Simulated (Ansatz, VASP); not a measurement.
## AlN in VASP and in Ansatz

```
Al N
1.0
     0.00000    2.03452    2.03452
     2.03452    0.00000    2.03452
     2.03452    2.03452    0.00000
Al N
1 1
Direct
  0.50000 0.50000 0.50000
  0.00000 0.00000 0.00000
```

Alike in both runs: task single point; functional PBE; k mesh 6 × 6 × 6; occupations gaussian, width 0.1 eV; no spin polarisation.

|  | VASP | Ansatz |
| --- | --- | --- |
| version | VASP 6.6.1 | Ansatz 0.2.0 |
| potentials or method | VASP PAW PBE potentials, release 64 (Al, N), cutoff 600 eV | scalar-relativistic, plane waves, PAW |
| valence electrons in the cell | 8 | 8 |

```tsv
	VASP	Ansatz	Ansatz less VASP
gap on the k mesh at the Fermi level (eV)	4.42	4.44	+0.022
least direct gap on the mesh (eV)	5.40	5.39	-0.011
pressure (GPa)	-0.2	0.3	+0.44
```

The k mesh is coarse, so the values compare programs but aren't converged.
